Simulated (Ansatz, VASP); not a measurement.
## Two plane-wave programs on NaB4

INCAR

```
SYSTEM = NaB4
PREC = Accurate
ENCUT = 970
EDIFF = 1E-7
ISMEAR = 0
SIGMA = 0.1
LREAL = .FALSE.
LASPH = .TRUE.
NELM = 120
ALGO = Normal
ISIF = 3
LWAVE = .FALSE.
LCHARG = .FALSE.
GGA = PE
IBRION = 2
NSW = 90
EDIFFG = -0.04
GGA_COMPAT = .FALSE.
NELMIN = 4
```

File KPOINTS:

```
regular mesh
0
G
  6 6 4
  0 0 0
```

POSCAR

```
NaB4
1.0
    2.8576189400      0.0000000000      0.0000000000
    0.0000000000      3.0507352400      0.0000000000
    0.0000000000      0.0000000000      5.2840275800
Na B
1 4
Direct
    0.5000000000      0.5000000000      0.5000000000
    0.0000000000      0.5000000000      0.8333333300
    0.0000000000      0.0000000000      0.3333333300
    0.0000000000      0.0000000000      0.6666666700
    0.0000000000      0.5000000000      0.1666666700
```

Input for Ansatz:

```yaml
crystal:
  lattice:
    - [2.85761894, 0.0, 0.0]
    - [0.0, 3.05073524, 0.0]
    - [0.0, 0.0, 5.28402758]
  atoms:
    - { symbol: Na, position: [0.5, 0.5, 0.5] }
    - { symbol: B, position: [0.0, 0.5, 0.83333333] }
    - { symbol: B, position: [0.0, 0.0, 0.33333333] }
    - { symbol: B, position: [0.0, 0.0, 0.66666667] }
    - { symbol: B, position: [0.0, 0.5, 0.16666667] }
basis:
  ecutwfc: 420
kpoints:
  mp_grid: { grid: [6, 6, 4] }
hamiltonian:
  xc: pbe
scf:
  occupations: { method: gaussian, width: 0.1 }
  lower_state_search: "off"
output:
  forces: true
  stress: true
  eigenvalues: true
relax:
  adjacent_minimum: "off"
  f_tol: 0.04
  max_steps: 70
  cell: { stress_tol: 0.4 }
```

Alike in both runs: task relaxation of cell and atoms; functional PBE; k mesh 6 × 6 × 4; occupations gaussian, width 0.1 eV; no spin polarisation.

|  | VASP | Ansatz |
| --- | --- | --- |
| version | VASP 6.6.1 | Ansatz 0.2.0 |
| potentials or method | VASP PAW PBE potentials, release 64 (Na_sv, B), cutoff 970 eV | scalar-relativistic, plane waves, PAW |
| valence electrons in the cell | 21 | 21 |

Ansatz gave:

```
gap on the k mesh at the Fermi level, each at its own relaxed structure (eV) : none
relaxed volume (Å³/atom)                                                     : 13.60
relaxed length of the cell vector where the two differ most in proportion (Å)              : 4.533
```

**Question.** What did VASP give for the same quantities?

**Answer.** gap on the k mesh at the Fermi level, each at its own relaxed structure (eV): none; relaxed volume (Å³/atom): 13.09; relaxed length of the cell vector where the two differ most in proportion (Å): 3.605.

A gap of «none» marks a metal or a gap that the smearing closes. One of these differences is far larger than is usual between the two programs; its cause wasn't traced.

The k mesh is coarse, so the values compare programs but aren't converged. Noted on VASP's run: the volume moved by over 15 % at a fixed basis, so the end points are rough.
